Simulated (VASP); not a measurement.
Input of a VASP 6.6.1 run:

Contents of INCAR:

```
SYSTEM = SnSe
ALGO = Normal ; EDIFF = 1E-7
ENCUT = 520 ; GGA = PS
ISIF = 2 ; ISMEAR = 0
LASPH = .True. ; LCHARG = .False.
LREAL = .False. ; LWAVE = .False.
NBANDS = 17 ; NELM = 60
PREC = Accurate ; SIGMA = 0.01
```

Contents of KPOINTS:

```
k-points
0
Gamma
  4 4 4
  0 0 0
```

File POSCAR:

```
SnSe
1.0
    0.0000000000      3.0100000000      3.0100000000
    3.0100000000      0.0000000000      3.0100000000
    3.0100000000      3.0100000000      0.0000000000
Sn Se
1 1
Direct
    0.0000000000      0.0000000000      0.0000000000
    0.5000000000      0.5000000000      0.5000000000
```

Potentials or basis: VASP PAW PBE potentials, release 64 (Sn_d, Se).

Run with:

```console
$ cat potpaw_PBE.64/Sn_d/POTCAR potpaw_PBE.64/Se/POTCAR > POTCAR
$ mpirun -np 1 vasp_std > vasp.out
```

(1) Predict the pressure.

(2) Estimate the band gap on the k mesh.

Answers

(1) -3.3 GPa.

(2) 0.63 eV, direct.

Caveat: the k points lie up to 0.45 Å⁻¹ apart; the PAW data sets were made with another functional, which shifts forces and pressure a little; spin-orbit coupling is left out, which moves the levels of the heavy elements.
